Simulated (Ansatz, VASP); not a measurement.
## AlB2As3: VASP beside Ansatz

File INCAR:

```
PREC = Accurate
ENCUT = 600
EDIFF = 1E-7
ISMEAR = 0
SIGMA = 0.1
LREAL = F
LASPH = T
NELM = 80
ALGO = Normal
ISIF = 3
LWAVE = F
LCHARG = F
GGA = PE
IBRION = 2
NSW = 100
EDIFFG = -0.01
```

KPOINTS

```
regular mesh
0
Gamma
  10 10 6
```

POSCAR

```
AlB2As3
1.0
    3.8296769691      0.0000000000      0.0000000000
    0.0000000000      3.8296769691      0.0000000000
    0.0000000000      0.0000000000      7.8792458593
Al B As
1 2 3
Direct
    0.0000000000      0.0000000000      0.5000000000
    0.0000000000      0.0000000000      0.7567094326
    0.0000000000      0.0000000000      0.2432905674
    0.0000000000      0.0000000000      0.0000000000
    0.5000000000      0.5000000000      0.5000000000
    0.5000000000      0.5000000000      0.0000000000
```

Input for Ansatz:

```yaml
crystal:
  lattice:
    - [3.8296769691, 0.0, 0.0]
    - [0.0, 3.8296769691, 0.0]
    - [0.0, 0.0, 7.8792458593]
  atoms:
    - { symbol: Al, position: [0.0, 0.0, 0.5] }
    - { symbol: B, position: [0.0, 0.0, 0.7567094326] }
    - { symbol: B, position: [0.0, 0.0, 0.2432905674] }
    - { symbol: As, position: [0.0, 0.0, 0.0] }
    - { symbol: As, position: [0.5, 0.5, 0.5] }
    - { symbol: As, position: [0.5, 0.5, 0.0] }
basis:
  ecutwfc: 420
kpoints:
  mp_grid: { grid: [10, 10, 6] }
hamiltonian:
  xc: pbe
scf:
  occupations: { method: gaussian, width: 0.1 }
output:
  forces: true
  stress: true
  eigenvalues: true
relax:
  adjacent_minimum: "off"
  f_tol: 0.01
  max_steps: 80
  cell: { stress_tol: 0.05 }
```

Alike in both runs: task relaxation of cell and atoms; functional PBE; k mesh 10 × 10 × 6; occupations gaussian, width 0.1 eV; no spin polarisation.

|  | VASP | Ansatz |
| --- | --- | --- |
| version | VASP 6.6.1 | Ansatz 0.2.0 |
| potentials or method | VASP PAW PBE potentials, release 64 (Al, B, As), cutoff 600 eV | scalar-relativistic, plane waves, PAW |
| valence electrons in the cell | 24 | 54 |

Ansatz gave:

```
gap on the k mesh at the Fermi level, each at its own relaxed structure (eV) : none
relaxed volume (Å³/atom)                                                     : 19.22
relaxed cell length with the largest relative difference (Å)                 : 8.025
```

Problem. What did VASP give for the same quantities?

Solution. gap on the k mesh at the Fermi level, each at its own relaxed structure (eV): none; relaxed volume (Å³/atom): 19.26; relaxed cell length with the largest relative difference (Å): 8.037.

A gap of «none» marks a metal or a gap that the smearing closes. VASP's potentials hold 24 valence electrons a cell and Ansatz's 54, so a difference there can come from the potentials and not from the codes.
